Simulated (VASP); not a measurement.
# ZnCd2Se3 (P3m1) in VASP: single point with PBE

Aim: the single point of ZnCd2Se3 with PBE.

All numbers are computed with VASP 6.6.1; they aren't measurements. Logs are shortened: lines on timing, memory, paths and dates and some standing lists are left out, and cuts for length are marked.

## Step 1: The cell of the first run

The structure is trigonal, space group P3m1 (No. 156). The conventional cell has a = 4.262 Å, b = 4.262 Å, c = 21.100 Å, α = 90.00°, β = 90.00°, γ = 120.00°. Within 3.3 Å of Zn (site symmetry 3m) lie 4 Se at 2.49 to 2.57 Å. Zn (site symmetry 3m) has 4 Se at 2.49 to 2.57 Å within 3.3 Å. Cd (site symmetry 3m) has 4 Se at 2.65 to 2.67 Å within 3.5 Å. Cd (site symmetry 3m) has 4 Se at 2.65 to 2.68 Å within 3.5 Å. Cd (site symmetry 3m) has 4 Se at 2.65 to 2.67 Å within 3.5 Å. Cd (site symmetry 3m) has 4 Se at 2.65 to 2.67 Å within 3.5 Å. Within 3.3 Å of Se (site symmetry 3m) lie 1 Zn at 2.49 Å and 3 Cd at 2.65 Å. Within 3.5 Å of Se (site symmetry 3m) lie 4 Cd at 2.65 to 2.67 Å.

## Step 2: Single point, PBE

Contents of INCAR:

```
PREC = Accurate
ENCUT = 520
EDIFF = 1E-6
ISMEAR = 0
SIGMA = 0.1
LREAL = F
LASPH = T
NELM = 100
ALGO = Normal
ISIF = 2
LWAVE = F
LCHARG = F
GGA = PE
NBANDS = 66
```

Contents of KPOINTS:

```
Automatic mesh
0
Gamma
  6 6 1
```

Contents of POSCAR:

```
ZnCd2Se3
1.0
    4.2617126143      0.0000000000      0.0000000000
   -2.1308563072      3.6907513876      0.0000000000
    0.0000000000      0.0000000000     21.0996504000
Zn Cd Se
2 4 6
Direct
    0.0000000000      0.0000000000      0.9928190000
    0.6666666667      0.3333333333      0.8400920000
    0.0000000000      0.0000000000      0.3308760000
    0.0000000000      0.0000000000      0.6780640000
    0.6666666667      0.3333333333      0.1573360000
    0.6666666667      0.3333333333      0.5043440000
    0.0000000000      0.0000000000      0.1106470000
    0.0000000000      0.0000000000      0.4575090000
    0.0000000000      0.0000000000      0.8051030000
    0.6666666667      0.3333333333      0.2840140000
    0.6666666667      0.3333333333      0.6309490000
    0.6666666667      0.3333333333      0.9582450000
```

Potentials or basis: VASP PAW PBE potentials, release 64 (Zn, Cd, Se).

On the command line:

```sh
$ cat potpaw_PBE.64/Zn/POTCAR potpaw_PBE.64/Cd/POTCAR potpaw_PBE.64/Se/POTCAR > POTCAR
$ mpirun -np 1 vasp_std > vasp.out
```

OUTCAR:

```text
PREC = Accurate
   ENCUT = 520
   EDIFF = 1E-6
   ISMEAR = 0
   LREAL = F
   LASPH = T
   NELM = 100
   ISIF = 2
   GGA = PE

 ion  position               nearest neighbor table
   1  0.000  0.000  0.993-   7 2.49  12 2.57  12 2.57  12 2.57
   2  0.667  0.333  0.840-  12 2.49   9 2.57   9 2.57   9 2.57
   3  0.000  0.000  0.331-  10 2.65  10 2.65  10 2.65   8 2.67
   4  0.000  0.000  0.678-  11 2.65  11 2.65  11 2.65   9 2.68
   5  0.667  0.333  0.157-   7 2.65   7 2.65   7 2.65  10 2.67
   6  0.667  0.333  0.504-   8 2.65   8 2.65   8 2.65  11 2.67
   7  0.000  0.000  0.111-   1 2.49   5 2.65   5 2.65   5 2.65
   8  0.000  0.000  0.458-   6 2.65   6 2.65   6 2.65   3 2.67
   9  0.000  0.000  0.805-   2 2.57   2 2.57   2 2.57   4 2.68
  10  0.667  0.333  0.284-   3 2.65   3 2.65   3 2.65   5 2.67
  11  0.667  0.333  0.631-   4 2.65   4 2.65   4 2.65   6 2.67
  12  0.667  0.333  0.958-   2 2.49   1 2.57   1 2.57   1 2.57

  LATTYP: Found a hexagonal cell.
 ALAT       =     4.2617126143
 C/A-ratio  =     4.9509791742

  Lattice vectors:

 A1 = (   4.2617126143,   0.0000000000,   0.0000000000)
 A2 = (  -2.1308563072,   3.6907513876,   0.0000000000)
 A3 = (   0.0000000000,   0.0000000000,  21.0996504000)

Analysis of symmetry for initial positions (statically):
=====================================================================
 Subroutine PRICEL returns:
 Original cell was already a primitive cell.

 Routine SETGRP: Setting up the symmetry group for a
 hexagonal supercell.

 Subroutine GETGRP returns: Found  6 space group operations
 (whereof  6 operations were pure point group operations)
 out of a pool of 24 trial point group operations.

The static configuration has the point symmetry C_3v.

Analysis of symmetry for dynamics (positions and initial velocities):
=====================================================================
 Subroutine PRICEL returns:
 Original cell was already a primitive cell.

 Routine SETGRP: Setting up the symmetry group for a
 hexagonal supercell.

 Subroutine GETGRP returns: Found  6 space group operations
 (whereof  6 operations were pure point group operations)
 out of a pool of 24 trial point group operations.

The dynamic configuration has the point symmetry C_3v.

 Subroutine INISYM returns: Found  6 space group operations
 (whereof  6 operations are pure point group operations),
 and found     1 'primitive' translations

----------------------------------------------------------------------------------------

                                     Primitive cell

  volume of cell :     331.8747

  direct lattice vectors                    reciprocal lattice vectors
     4.261712614  0.000000000  0.000000000     0.234647451  0.135473769  0.000000000
    -2.130856307  3.690751388  0.000000000     0.000000000  0.270947538  0.000000000
     0.000000000  0.000000000 21.099650400     0.000000000  0.000000000  0.047394150

  length of vectors
     4.261712614  4.261712614 21.099650400     0.270947538  0.270947538  0.047394150

  position of ions in fractional coordinates (direct lattice)
     0.000000000  0.000000000  0.992819000
     0.666666667  0.333333333  0.840092000
     0.000000000  0.000000000  0.330876000
     0.000000000  0.000000000  0.678064000
     0.666666667  0.333333333  0.157336000
     0.666666667  0.333333333  0.504344000
     0.000000000  0.000000000  0.110647000
     0.000000000  0.000000000  0.457509000
     0.000000000  0.000000000  0.805103000
     0.666666667  0.333333333  0.284014000
     0.666666667  0.333333333  0.630949000
     0.666666667  0.333333333  0.958245000

  ion indices of the primitive-cell ions
   primitive index   ion index
                 1           1
                 2           2
                 3           3
                 4           4
                 5           5
                 6           6
                 7           7
                 8           8
                 9           9
                10          10
                11          11
                12          12

----------------------------------------------------------------------------------------

 KPOINTS: Automatic mesh

Automatic generation of k-mesh.
 Grid dimensions read from file:
 generate k-points for:    6    6    1

 Generating k-lattice:

  Cartesian coordinates                     Fractional coordinates (reciprocal lattice)
     0.039107908  0.022578961  0.000000000     0.166666667  0.000000000  0.000000000
     0.000000000  0.045157923  0.000000000     0.000000000  0.166666667  0.000000000
     0.000000000  0.000000000  0.047394150     0.000000000  0.000000000  1.000000000

  Length of vectors
     0.045157923  0.045157923  0.047394150

  Shift w.r.t. Gamma in fractional coordinates (k-lattice)
     0.000000000  0.000000000  0.000000000

 Subroutine IBZKPT returns following result:
 ===========================================

 Found      7 irreducible k-points:

 Following reciprocal coordinates:
            Coordinates               Weight
  0.000000  0.000000  0.000000      1.000000
  0.166667 -0.000000  0.000000      6.000000
  0.333333  0.000000  0.000000      6.000000
  0.500000  0.000000  0.000000      3.000000
  0.166667  0.166667  0.000000      6.000000
  0.333333  0.166667  0.000000     12.000000
  0.333333  0.333333  0.000000      2.000000
   k-points           NKPTS =      7   k-points in BZ     NKDIM =      7   number of bands    NBANDS=     66
   number of dos      NEDOS =    301   number of ions     NIONS =     12
   total plane-waves  NPLWV = 163840
   dimension x,y,z NGX =    32 NGY =   32 NGZ =  160
   dimension x,y,z NGXF=    64 NGYF=   64 NGZF=  320
   ions per type =               2   4   6
   NGX,Y,Z   is equivalent  to a cutoff of  12.48, 12.48, 12.61 a.u.
   NGXF,Y,Z  is equivalent  to a cutoff of  24.97, 24.97, 25.21 a.u.
 SYSTEM =  unknown system
   PREC   = accura    normal or accurate (medium, high low for compatibility)
   ISTART =      0    job   : 0-new  1-cont  2-samecut
   ICHARG =      2    charge: 1-file 2-atom 10-const
   ISPIN  =      1    spin polarized calculation?
   LNONCOLLINEAR =      F non collinear calculations
   LSORBIT =      F    spin-orbit coupling
   LASPH  =      T    aspherical Exc in radial PAW
   ENCUT  =  520.0 eV  38.22 Ry    6.18 a.u.   7.92  7.92 39.23*2*pi/ulx,y,z
   NELM   =    100;   NELMIN=  2; NELMDL= -5     # of ELM steps
   EDIFF  = 0.1E-05   stopping-criterion for ELM
   LREAL  =      F    real-space projection
   EDIFFG = 0.1E-04   stopping-criterion for IOM
   NSW    =      0    number of steps for IOM
   IBRION =     -1    ionic relax: 0-MD 1-quasi-New 2-CG
   NFREE  =      0    steps in history (QN), initial steepest desc. (CG)
   ISIF   =      2    stress and relaxation
   ISYM   =      2    0-nonsym 1-usesym 2-fastsym
   POTIM  = 0.5000    time-step for ionic-motion
   TEBEG  =    0.0;   TEEND  =   0.0 temperature during run
   PSTRESS=    0.0 pullay stress
   NELECT =     108.0000    total number of electrons
   NUPDOWN=      -1.0000    fix difference up-down
   EMIN   =  10.00;   EMAX   =-10.00  energy-range for DOS
   EFERMI =   0.00;   METHOD = LEGACY
   ISMEAR =     0;   SIGMA  =   0.10  broadening in eV -4-tet -1-fermi 0-gaus
   EFERMI_NEDOS =   21; number of points for ismear=-14 and -15
   IALGO  =     38    algorithm
   IMIX   =      4    mixing-type and parameters
     AMIX     =   0.40;   BMIX     =  1.00
     AMIX_MAG =   1.60;   BMIX_MAG =  1.00
  volume/ion in A,a.u.               =      27.66       186.63
  Fermi-wavevector in a.u.,A,eV,Ry     =   1.126051  2.127928 17.252059  1.267991
  Thomas-Fermi vector in A             =   2.262731
   LORBIT       =      0    0 simple, 1 ext, 2 COOP (PROOUT), +10 PAW based schemes
   GGA     = PE    functional components
   LHFCALC =     F    Hartree Fock is set to
   AEXX    =    0.0000 exact exchange contribution
   IVDW    =     0    specifies the selected vdW correction
   LEPSILON=     F    determine dielectric tensor
   LRPA    =     F    only Hartree local field effects (RPA)
 non-spin polarized calculation
 Gauss-broadening in eV      SIGMA  =   0.10
  energy-cutoff  :      520.00
  volume of cell :      331.87
 maximum number of plane-waves:      8976
 NGX is ok and might be reduce to    32
   NGX = 15   NGY = 15   NGZ = 79

 number of electron     107.9999999 magnetization

 Free energy of the ion-electron system (eV)
  ---------------------------------------------------
  ext. energy  EPLUGINS =         0.00000000
  ---------------------------------------------------
  free energy    TOTEN  =       -33.74717160 eV

  energy without entropy =      -33.74717040  energy(sigma->0) =      -33.74717100

 E-fermi :   1.1393     XC(G=0):  -8.7934

 val. band max:        0.8470746104   @ k =   0.0000   0.0000   0.0000
 cond. band min:       1.4200269445   @ k =   0.0000   0.0000   0.0000
 fundamental gap:      0.5729523341
 Fermi energy:         1.1392838765

 k-point     1 :       0.0000    0.0000    0.0000
  band No.  band energies     occupation
      1     -11.8647      2.00000
      2     -11.6169      2.00000
      3     -11.6000      2.00000
      4     -11.4309      2.00000
      5     -11.3883      2.00000
      6     -11.2907      2.00000
[... 58 lines left out ...]
     65       6.7693      0.00000
     66       6.7783      0.00000

 k-point     2 :       0.1667   -0.0000    0.0000
  band No.  band energies     occupation
      1     -11.7590      2.00000
      2     -11.5366      2.00000
      3     -11.5223      2.00000
      4     -11.3728      2.00000
      5     -11.3355      2.00000
      6     -11.2482      2.00000
[... 334 lines left out ...]
     65       6.3037      0.00000
     66       6.7804      0.00000

 k-point     7 :       0.3333    0.3333    0.0000
  band No.  band energies     occupation
      1     -11.2413      2.00000
      2     -11.2292      2.00000
      3     -11.2070      2.00000
      4     -11.1995      2.00000
      5     -11.1915      2.00000
      6     -11.1859      2.00000
[... 58 lines left out ...]
     65       7.0082      0.00000
     66       7.2967      0.00000

------------------------ aborting loop because EDIFF is reached ----------------------------------------

  FORCE on cell =-STRESS in cart. coord.  units (eV):
  Direction    XX          YY          ZZ          XY          YZ          ZX
  --------------------------------------------------------------------------------------
  -------------------------------------------------------------------------------------
  Total        0.5290109      0.5290109      0.4555349     -0.0000000      0.0000000      0.0000000
  in kB        2.5538831      2.5538831      2.1991661     -0.0000000      0.0000000      0.0000000
  external PRESSURE =       2.4356441 kB  Pullay stress =       0.0000000 kB

 VOLUME and BASIS-vectors are now :
 -----------------------------------------------------------------------------
  energy-cutoff  :      520.00
  volume of cell :      331.87
      direct lattice vectors                 reciprocal lattice vectors
     4.261712614  0.000000000  0.000000000     0.234647451  0.135473769  0.000000000
    -2.130856307  3.690751388  0.000000000     0.000000000  0.270947538  0.000000000
     0.000000000  0.000000000 21.099650400     0.000000000  0.000000000  0.047394150

 POSITION                                       TOTAL-FORCE (eV/Angst)
 -----------------------------------------------------------------------------------
      0.00000      0.00000     20.94813        -0.000000     -0.000000      0.001042
      2.13086      1.23025     17.72565         0.000000     -0.000000      0.001746
      0.00000      0.00000      6.98137        -0.000000      0.000000      0.008255
      0.00000      0.00000     14.30691        -0.000000      0.000000      0.002831
      2.13086      1.23025      3.31973        -0.000000      0.000000      0.007541
      2.13086      1.23025     10.64148         0.000000     -0.000000      0.005867
      0.00000      0.00000      2.33461        -0.000000     -0.000000     -0.014129
      0.00000      0.00000      9.65328        -0.000000     -0.000000     -0.009438
      0.00000      0.00000     16.98739        -0.000000      0.000000      0.013011
      2.13086      1.23025      5.99260        -0.000000      0.000000     -0.014976
      2.13086      1.23025     13.31280        -0.000000     -0.000000     -0.000691
      2.13086      1.23025     20.21863        -0.000000     -0.000000     -0.001060
 -----------------------------------------------------------------------------------
    total drift:                                0.000003     -0.000001     -0.000837

  FREE ENERGIE OF THE ION-ELECTRON SYSTEM (eV)
  ---------------------------------------------------
  free  energy   TOTEN  =       -33.7471716042 eV

  energy  without entropy=      -33.7471703989  energy(sigma->0) =      -33.74717100
```

Run time: 1.7 min. Hardware: 1 thread of Intel Xeon 6975P-C (Granite Rapids), shared host; peak memory 0.47 GiB.

Results:

| Item | Value |
| --- | --- |
| Free energy | -33.7472 eV |
| Pressure | 0.2 GPa |
| Largest force | 0.015 eV/Å |
| Band gap on the k mesh | 0.57 eV, direct |

Forces in eV/Å, atoms in the order of the input:
```
Zn   0.000  0.000  0.001
Zn   0.000  0.000  0.002
Cd   0.000  0.000  0.008
Cd   0.000  0.000  0.003
Cd   0.000  0.000  0.008
Cd   0.000  0.000  0.006
Se   0.000  0.000 -0.014
Se   0.000  0.000 -0.009
Se   0.000  0.000  0.013
Se   0.000  0.000 -0.015
Se   0.000  0.000 -0.001
Se   0.000  0.000 -0.001
```

As with any semilocal functional, this PBE gap is likely too small.
